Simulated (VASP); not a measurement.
# TeP2 (P6mm) in VASP: notebook, part 2 of 2

VASP 6.6.1. The steps go on from the part before.

### 3 Single point, PBE

Contents of INCAR:

```
SYSTEM = TeP2
ALGO = Normal ; EDIFF = 1E-6
ENCUT = 520 ; GGA = PE
ISIF = 2 ; ISMEAR = 0
LASPH = .TRUE. ; LCHARG = .FALSE.
LREAL = .FALSE. ; LWAVE = .FALSE.
NBANDS = 15 ; NELM = 100
PREC = Accurate ; SIGMA = 0.1
```

Contents of KPOINTS:

```
k-points
0
G
  3 3 6
  0 0 0
```

Contents of POSCAR:

```
TeP2
1.0
    6.7945640000      0.0000000000      0.0000000000
   -3.3972820000      5.8842650300      0.0000000000
    0.0000000000      0.0000000000      3.2645805400
Te P
1 2
Direct
    0.0000000000      0.0000000000      0.7087425200
    0.3333333300      0.6666666700      0.3324389600
    0.6666666700      0.3333333300      0.3324389600
```

Potentials or basis: VASP PAW PBE potentials, release 64 (Te, P).

Run with:

```bash
$ cat potpaw_PBE.64/Te/POTCAR potpaw_PBE.64/P/POTCAR > POTCAR
$ mpirun -np 1 vasp_std > vasp.out
```

OUTCAR:

```text
SYSTEM = TeP2
   EDIFF = 1E-6
   ENCUT = 520
   GGA = PE
   ISIF = 2
   ISMEAR = 0
   LASPH = .TRUE.
   LREAL = .FALSE.
   NELM = 100
   PREC = Accurate

 ion  position               nearest neighbor table
   1  0.000  0.000  0.709-
   2  0.333  0.667  0.332-
   3  0.667  0.333  0.332-

  LATTYP: Found a hexagonal cell.
 ALAT       =     6.7945640000
 C/A-ratio  =     0.4804694665

  Lattice vectors:

 A1 = (   6.7945640000,   0.0000000000,   0.0000000000)
 A2 = (  -3.3972820000,   5.8842650300,   0.0000000000)
 A3 = (   0.0000000000,   0.0000000000,   3.2645805400)

Analysis of symmetry for initial positions (statically):
=====================================================================
 Subroutine PRICEL returns:
 Original cell was already a primitive cell.

 Routine SETGRP: Setting up the symmetry group for a
 hexagonal supercell.

 Subroutine GETGRP returns: Found 12 space group operations
 (whereof 12 operations were pure point group operations)
 out of a pool of 24 trial point group operations.

The static configuration has the point symmetry C_6v.

Analysis of symmetry for dynamics (positions and initial velocities):
=====================================================================
 Subroutine PRICEL returns:
 Original cell was already a primitive cell.

 Routine SETGRP: Setting up the symmetry group for a
 hexagonal supercell.

 Subroutine GETGRP returns: Found 12 space group operations
 (whereof 12 operations were pure point group operations)
 out of a pool of 24 trial point group operations.

The dynamic configuration has the point symmetry C_6v.

 Subroutine INISYM returns: Found 12 space group operations
 (whereof 12 operations are pure point group operations),
 and found     1 'primitive' translations

----------------------------------------------------------------------------------------

                                     Primitive cell

[... 109 lines left out ...]
   LRPA    =     F    only Hartree local field effects (RPA)
 non-spin polarized calculation
 Gauss-broadening in eV      SIGMA  =   0.10
  energy-cutoff  :      520.00
  volume of cell :      130.52
 maximum number of plane-waves:      3588
 NGX is ok and might be reduce to    50
   NGX = 25   NGY = 25   NGZ = 13

 number of electron      16.0000001 magnetization

 Free energy of the ion-electron system (eV)
  ---------------------------------------------------
  ext. energy  EPLUGINS =         0.00000000
  ---------------------------------------------------
  free energy    TOTEN  =        -7.19107862 eV

  energy without entropy =       -7.16295491  energy(sigma->0) =       -7.17701676

 E-fermi :   0.5922     XC(G=0):  -7.4107

 val. band max:        0.5358551361   @ k =   0.3333   0.0000   0.1667
 cond. band min:       0.6250401754   @ k =   0.3333   0.0000   0.3333
 fundamental gap:      0.0891850393
 Fermi energy:         0.5922157116

 k-point     1 :       0.0000    0.0000    0.0000
  band No.  band energies     occupation
      1     -10.4893      2.00000
      2      -8.8377      2.00000
      3      -8.4277      2.00000
      4      -1.4534      2.00000
      5      -1.4534      2.00000
      6      -0.8198      2.00000
      7      -0.8198      2.00000
      8       1.2620      0.00000
      9       1.2620      0.00000
     10       2.8773      0.00000
     11       3.1956      0.00000
     12       3.4696      0.00000
     13       6.1498      0.00000
     14       8.8004      0.00000
[... 185 lines left out ...]
      2      -7.5815      2.00000
      3      -7.5815      2.00000
      4      -3.1138      2.00000
      5      -1.5225      2.00000
      6      -1.5225      2.00000
      7       0.3312      1.99978
      8       0.4005      1.99330
      9       0.4005      1.99330
     10       1.0813      0.00000
     11       1.0813      0.00000
     12       1.7118      0.00000
     13       6.3066      0.00000
     14       6.8325      0.00000
     15       6.8325      0.00000

------------------------ aborting loop because EDIFF is reached ----------------------------------------

  FORCE on cell =-STRESS in cart. coord.  units (eV):
  Direction    XX          YY          ZZ          XY          YZ          ZX
  --------------------------------------------------------------------------------------
  -------------------------------------------------------------------------------------
  Total       -5.5059939     -5.5059939    -11.9029908      0.0000000      0.0000000      0.0000000
  in kB      -67.5873011    -67.5873010   -146.1118617      0.0000000      0.0000000      0.0000000
  external PRESSURE =     -93.7621546 kB  Pullay stress =       0.0000000 kB

 VOLUME and BASIS-vectors are now :
 -----------------------------------------------------------------------------
  energy-cutoff  :      520.00
  volume of cell :      130.52
      direct lattice vectors                 reciprocal lattice vectors
     6.794564000  0.000000000  0.000000000     0.147176478  0.084972379  0.000000000
    -3.397282000  5.884265030  0.000000000     0.000000000  0.169944759  0.000000000
     0.000000000  0.000000000  3.264580540     0.000000000  0.000000000  0.306318067

 POSITION                                       TOTAL-FORCE (eV/Angst)
 -----------------------------------------------------------------------------------
      0.00000      0.00000      2.31375         0.000000      0.000000     -0.568001
     -0.00000      3.92284      1.08527        -0.000000     -0.000000      0.284000
      3.39728      1.96142      1.08527         0.000000     -0.000000      0.284000
 -----------------------------------------------------------------------------------
    total drift:                                0.000000      0.000000     -0.000402

  FREE ENERGIE OF THE ION-ELECTRON SYSTEM (eV)
  ---------------------------------------------------
  free  energy   TOTEN  =        -7.1910786203 eV

  energy  without entropy=       -7.1629549070  energy(sigma->0) =       -7.17701676
```

OSZICAR:

```text
N       E                     dE             d eps       ncg     rms          rms(c)
DAV:   1     0.510042265479E+02    0.51004E+02   -0.52372E+03   360   0.800E+02
DAV:   2    -0.342312443111E+01   -0.54427E+02   -0.51319E+02   500   0.118E+02
DAV:   3    -0.722026849075E+01   -0.37971E+01   -0.37435E+01   416   0.326E+01
DAV:   4    -0.728123037822E+01   -0.60962E-01   -0.60954E-01   596   0.518E+00
DAV:   5    -0.728136878807E+01   -0.13841E-03   -0.13841E-03   465   0.274E-01    0.277E+00
DAV:   6    -0.723915740649E+01    0.42211E-01   -0.20057E-01   444   0.165E+00    0.212E+00
DAV:   7    -0.720038042832E+01    0.38777E-01   -0.75231E-02   416   0.126E+00    0.151E+00
DAV:   8    -0.719069905407E+01    0.96814E-02   -0.83606E-02   416   0.131E+00    0.381E-01
DAV:   9    -0.719087587879E+01   -0.17682E-03   -0.43900E-03   416   0.309E-01    0.263E-01
DAV:  10    -0.719111580321E+01   -0.23992E-03   -0.29908E-04   479   0.110E-01    0.537E-02
DAV:  11    -0.719107211088E+01    0.43692E-04   -0.11633E-04   451   0.448E-02    0.431E-02
DAV:  12    -0.719107846158E+01   -0.63507E-05   -0.13538E-05   444   0.202E-02    0.336E-03
DAV:  13    -0.719107862033E+01   -0.15874E-06   -0.23172E-07   383   0.285E-03
   1 F= -.71910786E+01 E0= -.71770168E+01  d E =-.281237E-01
```

Run time: 14 s. Hardware: 1 thread of Intel Xeon Platinum 8559C (Emerald Rapids), shared host; peak memory 0.24 GiB.

Results:

```yaml
Free_energy: -7.1911 eV
Pressure: -9.4 GPa
Largest_force: 0.568 eV/Å
Band_gap_on_the_k_mesh: zero (band 8 reaches 1.26 eV, above the bottom of band 9 at -0.02 eV)
```

Forces in eV/Å, atoms in the order of the input:
```
Te   0.000  0.000 -0.568
P    0.000  0.000  0.284
P    0.000  0.000  0.284
```

Caveat: spin-orbit coupling is left out, which moves the levels of the heavy elements.
